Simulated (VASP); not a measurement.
# Sn (Pm-3m) in VASP: single point with PBEsol

Aim: the single point of Sn with PBEsol.

Everything below comes from runs of VASP 6.6.1. Logs are shortened: lines on timing, memory, paths and dates and some standing lists are left out, and cuts for length are marked.

### Step 1. The cell of the first run

The structure is cubic, space group Pm-3m (No. 221). The conventional cell has a = 3.008 Å, b = 3.008 Å, c = 3.008 Å, α = 90.00°, β = 90.00°, γ = 90.00°. Sn (site symmetry m-3m) has 6 Sn at 3.01 Å within 4.0 Å.

This isn't the form of Sn at room conditions, which is tetragonal (white tin).

### Step 2. Single point, PBEsol

File INCAR:

```
PREC = Accurate
ENCUT = 520
EDIFF = 1E-6
ISMEAR = 0
SIGMA = 0.15
LREAL = False
LASPH = True
NELM = 60
ALGO = Normal
ISIF = 2
LWAVE = False
LCHARG = False
GGA = PS
NBANDS = 13
```

File KPOINTS:

```
regular mesh
0
Gamma
  20 20 20
```

File POSCAR:

```
Sn
1.0
   -1.0025240970      2.0050481939      2.0050481939
    2.0050481939     -1.0025240970      2.0050481939
    2.0050481939      2.0050481939     -1.0025240970
Sn
1
Direct
    0.0000000000      0.0000000000      0.0000000000
```

Potentials or basis: VASP PAW PBE potentials, release 64 (Sn_d).

Command:

```console
cat potpaw_PBE.64/Sn_d/POTCAR > POTCAR
mpirun -np 1 vasp_std > vasp.out
```

OUTCAR:

```text
PREC = Accurate
   ENCUT = 520
   EDIFF = 1E-6
   ISMEAR = 0
   LREAL = False
   LASPH = True
   NELM = 60
   ISIF = 2
   GGA = PS

 ion  position               nearest neighbor table
   1  0.000  0.000  0.000-

  LATTYP: Found a simple cubic cell.
 ALAT       =     3.0075722909

  Lattice vectors:

 A1 = (  -1.0025240970,   2.0050481939,   2.0050481939)
 A2 = (   2.0050481939,  -1.0025240970,   2.0050481939)
 A3 = (   2.0050481939,   2.0050481939,  -1.0025240970)

Analysis of symmetry for initial positions (statically):
=====================================================================
 Subroutine PRICEL returns:
 Original cell was already a primitive cell.

 Routine SETGRP: Setting up the symmetry group for a
 simple cubic supercell.

 Subroutine GETGRP returns: Found 48 space group operations
 (whereof 48 operations were pure point group operations)
 out of a pool of 48 trial point group operations.

The static configuration has the point symmetry O_h .

Analysis of symmetry for dynamics (positions and initial velocities):
=====================================================================
 Subroutine PRICEL returns:
 Original cell was already a primitive cell.

 Routine SETGRP: Setting up the symmetry group for a
 simple cubic supercell.

 Subroutine GETGRP returns: Found 48 space group operations
 (whereof 48 operations were pure point group operations)
 out of a pool of 48 trial point group operations.

The dynamic configuration has the point symmetry O_h .

 Subroutine INISYM returns: Found 48 space group operations
 (whereof 48 operations are pure point group operations),
 and found     1 'primitive' translations

----------------------------------------------------------------------------------------

                                     Primitive cell

  volume of cell :      27.2050

  direct lattice vectors                    reciprocal lattice vectors
    -1.002524097  2.005048194  2.005048194    -0.110831362  0.221662724  0.221662724
     2.005048194 -1.002524097  2.005048194     0.221662724 -0.110831362  0.221662724
     2.005048194  2.005048194 -1.002524097     0.221662724  0.221662724 -0.110831362

  length of vectors
     3.007572291  3.007572291  3.007572291     0.332494086  0.332494086  0.332494086

  position of ions in fractional coordinates (direct lattice)
     0.000000000  0.000000000  0.000000000

  ion indices of the primitive-cell ions
   primitive index   ion index
                 1           1

----------------------------------------------------------------------------------------

 KPOINTS: regular mesh

Automatic generation of k-mesh.
 Grid dimensions read from file:
 generate k-points for:   20   20   20

 Generating k-lattice:

  Cartesian coordinates                     Fractional coordinates (reciprocal lattice)
    -0.005541568  0.011083136  0.011083136     0.050000000  0.000000000 -0.000000000
     0.011083136 -0.005541568  0.011083136     0.000000000  0.050000000 -0.000000000
     0.011083136  0.011083136 -0.005541568    -0.000000000 -0.000000000  0.050000000

  Length of vectors
     0.016624704  0.016624704  0.016624704

  Shift w.r.t. Gamma in fractional coordinates (k-lattice)
     0.000000000  0.000000000  0.000000000

 Subroutine IBZKPT returns following result:
 ===========================================

 Found    286 irreducible k-points:

 Following reciprocal coordinates:
            Coordinates               Weight
  0.000000  0.000000  0.000000      1.000000
  0.050000 -0.000000 -0.000000      6.000000
  0.100000 -0.000000 -0.000000      6.000000
  0.150000 -0.000000 -0.000000      6.000000
  0.200000 -0.000000 -0.000000      6.000000
  0.250000  0.000000 -0.000000      6.000000
[... 16 lines left out ...]
  0.150000  0.100000 -0.000000     24.000000
  0.200000  0.100000 -0.000000     24.000000
 [... further k-points ...]
   k-points           NKPTS =    286   k-points in BZ     NKDIM =    286   number of bands    NBANDS=     13
   number of dos      NEDOS =    301   number of ions     NIONS =      1
   total plane-waves  NPLWV =  13824
   dimension x,y,z NGX =    24 NGY =   24 NGZ =   24
   dimension x,y,z NGXF=    48 NGYF=   48 NGZF=   48
   ions per type =               1
   NGX,Y,Z   is equivalent  to a cutoff of  13.27, 13.27, 13.27 a.u.
   NGXF,Y,Z  is equivalent  to a cutoff of  26.53, 26.53, 26.53 a.u.
 SYSTEM =  unknown system
   PREC   = accura    normal or accurate (medium, high low for compatibility)
   ISTART =      0    job   : 0-new  1-cont  2-samecut
   ICHARG =      2    charge: 1-file 2-atom 10-const
   ISPIN  =      1    spin polarized calculation?
   LNONCOLLINEAR =      F non collinear calculations
   LSORBIT =      F    spin-orbit coupling
   LASPH  =      T    aspherical Exc in radial PAW
   ENCUT  =  520.0 eV  38.22 Ry    6.18 a.u.   5.59  5.59  5.59*2*pi/ulx,y,z
   NELM   =     60;   NELMIN=  2; NELMDL= -5     # of ELM steps
   EDIFF  = 0.1E-05   stopping-criterion for ELM
   LREAL  =      F    real-space projection
   EDIFFG = 0.1E-04   stopping-criterion for IOM
   NSW    =      0    number of steps for IOM
   IBRION =     -1    ionic relax: 0-MD 1-quasi-New 2-CG
   NFREE  =      0    steps in history (QN), initial steepest desc. (CG)
   ISIF   =      2    stress and relaxation
   ISYM   =      2    0-nonsym 1-usesym 2-fastsym
   POTIM  = 0.5000    time-step for ionic-motion
   TEBEG  =    0.0;   TEEND  =   0.0 temperature during run
   PSTRESS=    0.0 pullay stress
   NELECT =      14.0000    total number of electrons
   NUPDOWN=      -1.0000    fix difference up-down
   EMIN   =  10.00;   EMAX   =-10.00  energy-range for DOS
   EFERMI =   0.00;   METHOD = LEGACY
   ISMEAR =     0;   SIGMA  =   0.15  broadening in eV -4-tet -1-fermi 0-gaus
   EFERMI_NEDOS =   21; number of points for ismear=-14 and -15
   IALGO  =     38    algorithm
   IMIX   =      4    mixing-type and parameters
     AMIX     =   0.40;   BMIX     =  1.00
     AMIX_MAG =   1.60;   BMIX_MAG =  1.00
  volume/ion in A,a.u.               =      27.20       183.59
  Fermi-wavevector in a.u.,A,eV,Ry     =   1.311902  2.479136 23.416813  1.721087
  Thomas-Fermi vector in A             =   2.442332
   LORBIT       =      0    0 simple, 1 ext, 2 COOP (PROOUT), +10 PAW based schemes
   GGA     = PS    functional components
   LHFCALC =     F    Hartree Fock is set to
   AEXX    =    0.0000 exact exchange contribution
   IVDW    =     0    specifies the selected vdW correction
   LEPSILON=     F    determine dielectric tensor
   LRPA    =     F    only Hartree local field effects (RPA)
 non-spin polarized calculation
 Gauss-broadening in eV      SIGMA  =   0.15
  energy-cutoff  :      520.00
  volume of cell :       27.20
 maximum number of plane-waves:       756
 NGX is ok and might be reduce to    24
   NGX = 11   NGY = 11   NGZ = 11

 number of electron      14.0000005 magnetization

 Free energy of the ion-electron system (eV)
  ---------------------------------------------------
  ext. energy  EPLUGINS =         0.00000000
  ---------------------------------------------------
  free energy    TOTEN  =        -4.21642812 eV

  energy without entropy =       -4.21015836  energy(sigma->0) =       -4.21329324

 E-fermi :   7.6877     XC(G=0): -10.3986

 val. band max:        7.6773959106   @ k =   0.3000   0.3000   0.2000
 cond. band min:       7.6939117088   @ k =   0.3500   0.3500   0.3000
 fundamental gap:      0.0165157982
 Fermi energy:         7.6876895912

 k-point     1 :       0.0000    0.0000    0.0000
  band No.  band energies     occupation
      1     -13.8770      2.00000
      2     -13.8770      2.00000
      3     -13.4143      2.00000
      4     -13.4143      2.00000
      5     -13.4143      2.00000
      6      -3.4725      2.00000
      7      13.2537      0.00000
      8      13.2537      0.00000
      9      13.2537      0.00000
     10      16.6209      0.00000
     11      16.6209      0.00000
     12      18.0726      0.00000
     13      28.1494      0.00000

 k-point     2 :       0.0500   -0.0000   -0.0000
  band No.  band energies     occupation
      1     -13.8765      2.00000
      2     -13.8682      2.00000
      3     -13.4173      2.00000
      4     -13.4173      2.00000
      5     -13.4140      2.00000
      6      -3.4304      2.00000
      7      12.6207      0.00000
      8      13.2998      0.00000
      9      13.2998      0.00000
     10      16.6509      0.00000
     11      17.0565      0.00000
     12      18.3590      0.00000
     13      27.9335      0.00000

 k-point     3 :       0.1000   -0.0000   -0.0000
  band No.  band energies     occupation
      1     -13.8748      2.00000
      2     -13.8426      2.00000
      3     -13.4260      2.00000
      4     -13.4260      2.00000
      5     -13.4133      2.00000
      6      -3.3040      2.00000
      7      11.3574      0.00000
      8      13.4366      0.00000
      9      13.4366      0.00000
     10      16.7412      0.00000
     11      17.4956      0.00000
     12      19.4494      0.00000
     13      26.8896      0.00000

 k-point     4 :       0.1500   -0.0000   -0.0000
  band No.  band energies     occupation
      1     -13.8721      2.00000
      2     -13.8027      2.00000
      3     -13.4395      2.00000
      4     -13.4395      2.00000
      5     -13.4122      2.00000
      6      -3.0933      2.00000
      7       9.9674      0.00000
      8      13.6603      0.00000
      9      13.6603      0.00000
     10      16.8921      0.00000
     11      17.7302      0.00000
     12      21.0439      0.00000
     13      25.8633      0.00000

 k-point     5 :       0.2000   -0.0000   -0.0000
  band No.  band energies     occupation
      1     -13.8688      2.00000
      2     -13.7523      2.00000
      3     -13.4565      2.00000
      4     -13.4565      2.00000
      5     -13.4108      2.00000
      6      -2.7990      2.00000
      7       8.5855      0.00000
      8      13.9635      0.00000
      9      13.9635      0.00000
     10      17.1044      0.00000
     11      17.9499      0.00000
     12      22.8034      0.00000
     13      24.8217      0.00000
[... 257 lines left out ...]
 k-point    22 :       0.1000    0.1000   -0.0000
  band No.  band energies     occupation
      1     -13.8566      2.00000
      2     -13.8238      2.00000
      3     -13.4382      2.00000
      4     -13.4255      2.00000
      5     -13.4245      2.00000
      6      -3.1356      2.00000
      7      11.3816      0.00000
      8      11.6855      0.00000
      9      13.6203      0.00000
     10      17.2042      0.00000
     11      18.9643      0.00000
     12      19.8674      0.00000
     13      25.2917      0.00000

 k-point    23 :       0.1500    0.1000   -0.0000
  band No.  band energies     occupation
      1     -13.8495      2.00000
      2     -13.7881      2.00000
      3     -13.4522      2.00000
      4     -13.4385      2.00000
      5     -13.4238      2.00000
      6      -2.9251      2.00000
      7      10.1205      0.00000
      8      11.7682      0.00000
      9      13.8448      0.00000
     10      17.3767      0.00000
     11      19.4365      0.00000
     12      21.1294      0.00000
     13      24.2115      0.00000

 k-point    24 :       0.2000    0.1000   -0.0000
  band No.  band energies     occupation
      1     -13.8448      2.00000
      2     -13.7388      2.00000
      3     -13.4699      2.00000
      4     -13.4554      2.00000
      5     -13.4223      2.00000
      6      -2.6310      2.00000
      7       8.7454      0.00000
      8      12.0517      0.00000
      9      14.1491      0.00000
     10      17.5917      0.00000
     11      19.6261      0.00000
     12      22.4135      0.00000
     13      23.5663      0.00000

 [... further k-points ...]

------------------------ aborting loop because EDIFF is reached ----------------------------------------

  FORCE on cell =-STRESS in cart. coord.  units (eV):
  Direction    XX          YY          ZZ          XY          YZ          ZX
  --------------------------------------------------------------------------------------
  -------------------------------------------------------------------------------------
  Total        0.2426072      0.2426072      0.2426072     -0.0000000     -0.0000000     -0.0000000
  in kB       14.2878196     14.2878196     14.2878196     -0.0000000     -0.0000000     -0.0000000
  external PRESSURE =      14.2878196 kB  Pullay stress =       0.0000000 kB

 VOLUME and BASIS-vectors are now :
 -----------------------------------------------------------------------------
  energy-cutoff  :      520.00
  volume of cell :       27.20
      direct lattice vectors                 reciprocal lattice vectors
    -1.002524097  2.005048194  2.005048194    -0.110831362  0.221662724  0.221662724
     2.005048194 -1.002524097  2.005048194     0.221662724 -0.110831362  0.221662724
     2.005048194  2.005048194 -1.002524097     0.221662724  0.221662724 -0.110831362

 POSITION                                       TOTAL-FORCE (eV/Angst)
 -----------------------------------------------------------------------------------
      0.00000      0.00000      0.00000        -0.000000      0.000000      0.000000
 -----------------------------------------------------------------------------------
    total drift:                               -0.000000      0.000000      0.000000

  FREE ENERGIE OF THE ION-ELECTRON SYSTEM (eV)
  ---------------------------------------------------
  free  energy   TOTEN  =        -4.2164281239 eV

  energy  without entropy=       -4.2101583634  energy(sigma->0) =       -4.21329324
```

It took 100 s on 1 thread of Intel Xeon 8259CL, shared host; peak memory 0.21 GiB.

What came out:

```yaml
Free_energy: -4.2164 eV
Pressure: 1.4 GPa
Band_gap_on_the_k_mesh: zero (bands 7 and 8 overlap by 7.88 eV)
```

Caveat: the PAW data sets were made with another functional, which shifts forces and pressure a little; spin-orbit coupling is left out, which moves the levels of the heavy elements.
